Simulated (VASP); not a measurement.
# Au: single point with PBEsol+D3(BJ)

The system is Au.

```
CELL_PARAMETERS angstrom
0.00000 2.02134 2.02134
2.02134 0.00000 2.02134
2.02134 2.02134 0.00000
ATOMIC_POSITIONS crystal
Au 0.00000 0.00000 0.00000
```

```
Program                : VASP 6.6.1
Task                   : single point
Functional             : PBEsol
Dispersion             : D3(BJ)
Potentials or basis    : VASP PAW PBE potentials, release 64 (Au)
Cutoff                 : 520 eV
k mesh                 : 11 × 11 × 11
Occupations            : fermi-dirac, width 0.05 eV
Spin                   : no spin polarisation
Dipole correction      : no
Further INCAR settings : ALGO = Normal; EDIFF = 1e-06; NBANDS = 12
```

```yaml
Pressure: -1.1 GPa
Dispersion_energy_per_atom: -0.652 eV
```

Levels at points of the mesh, in eV from the Fermi level:
```
           k point  band 2  band 3  band 4  band 5  band 6  band 7  band 8  band 9  band 10  band 11
(0.00, 0.00, 0.00)   -4.83   -4.83   -4.83   -3.22   -3.22   14.47   18.64   18.64    18.64    23.61
```

Wall time 7.4 s on 1 thread of Intel(R) Xeon(R) Platinum 8259CL CPU @ 2.50GHz (Skylake/Cascade Lake), on a shared host, peak memory 0.15 GiB.

Caveat: the PAW data sets were made with another functional, which shifts forces and pressure a little; spin-orbit coupling is left out, which moves the levels of the heavy elements; pairwise dispersion overbinds metals, which lowers pressure and volume.
